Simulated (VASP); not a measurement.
**LiF: single point with PBE**

LiF:

```
CELL_PARAMETERS angstrom
3.10199 0.00000 0.00000
-1.55099 2.68640 0.00000
0.00000 0.00000 4.57977
ATOMIC_POSITIONS crystal
Li 0.33333 0.66667 0.38107
Li 0.66667 0.33333 0.88107
F 0.33333 0.66667 0.99393
F 0.66667 0.33333 0.49393
```

This cell differs from its parent crystal: volume 9.541 Å^3 an atom, c/a of the conventional cell 1.4764.

```yaml
Program: VASP 6.6.1
Task: single point
Functional: PBE
Potentials_or_basis: VASP PAW PBE potentials, release 64 (Li_sv, F)
Cutoff: 520 eV
k_mesh: 9 × 9 × 6
Occupations: gaussian, width 0.05 eV
Spin: no spin polarisation
```

```yaml
Largest_force: 0.365 eV/Å
Band_gap_on_the_k_mesh: 7.96 eV, direct
```

Forces on the atoms (eV/Å):
```
Li   0.000  0.000  0.365
Li   0.000  0.000  0.365
F    0.000  0.000 -0.365
F    0.000  0.000 -0.365
```

Levels at points of the mesh, in eV from the valence-band top:
```csv
k point,band 7,band 8,band 9,band 10,band 11,band 12,band 13,band 14
"(0.00, 0.00, 0.00)",-0.65,-0.22,-0.22,0.00,7.96,12.63,15.95,18.35
"(0.00, 0.00, 0.50)",-0.44,-0.44,-0.44,-0.44,9.76,9.76,18.49,18.49
```

Wall time 30 s on 1 thread of AMD EPYC 7R43 64-Core Processor (Zen 3) (shared host), peak memory 0.12 GiB.

 A k mesh can miss the band edges.
